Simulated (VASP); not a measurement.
A run of VASP 6.6.1:

Contents of INCAR:

```
ALGO = Normal ; AMIX = 0.1
AMIX_MAG = 0.4 ; BMIX = 1E-4
BMIX_MAG = 1E-4 ; EDIFF = 1E-6
ENCUT = 640 ; GGA = PS
GGA_COMPAT = False ; ISIF = 2
ISMEAR = 0 ; ISPIN = 2
LASPH = True ; LCHARG = False
LMAXMIX = 4 ; LORBIT = 11
LREAL = False ; LWAVE = False
MAGMOM = 0 0 0 0 0 0 0 0 0 0 0 0 0 0 0 0 0 0 1.1 ; NBANDS = 60
NELM = 300 ; NELMDL = -8
PREC = Accurate ; SIGMA = 0.02
```

KPOINTS

```
k-points
0
Gamma
  2 2 1
```

The input POSCAR:

```
CoC18
1.0
    7.3980000000      0.0000000000      0.0000000000
   -3.6990000000      6.4068560000      0.0000000000
    0.0000000000      0.0000000000     12.0000000000
C Co
18 1
Direct
   -0.0026795730     -0.0082702030      0.0888560833
    0.2185862567      0.1034050086      0.0868983333
   -0.0014728700      0.3275633165      0.0854231667
    0.2199439443      0.4378976209      0.0847619167
   -0.0021419372      0.6599867392      0.0847739167
    0.2185216258      0.7701332760      0.0822567500
    0.3271500129     -0.0088578548      0.0827610000
    0.5497650734      0.1023514498      0.0793172500
    0.3310955429      0.3263841110      0.0866278333
    0.5516902921      0.4373567940      0.0887726667
    0.3300906595      0.6585606107      0.0822290000
    0.5510965733      0.7671820625      0.0827077500
    0.6623095689     -0.0102029763      0.0793073333
    0.8857622680      0.1041276720      0.0887828333
    0.6640919714      0.3258081655      0.0887273333
    0.8875201376      0.4385669040      0.0854037500
    0.6633655865      0.6586260094      0.0868268333
    0.8863433262      0.7711370444      0.0866440833
    0.6925800210      1.1325306828      0.2189215833
```

Potentials or basis: VASP PAW PBE potentials, release 64 (C, Co).

The run is started by

```sh
$ cat potpaw_PBE.64/C/POTCAR potpaw_PBE.64/Co/POTCAR > POTCAR
$ mpirun -np 4 vasp_std > vasp.out
```

Hardware: 4 MPI ranks on Intel(R) Xeon(R) Platinum 8375C CPU @ 2.90GHz (Ice Lake), with other jobs on the host.

Estimate the wall time of this run.

It took 8.1 min on 4 MPI ranks on Intel(R) Xeon(R) Platinum 8375C CPU @ 2.90GHz (Ice Lake), with other jobs on the host, peak memory 0.44 GiB a rank. Counts: scf iterations 27, k points 4.
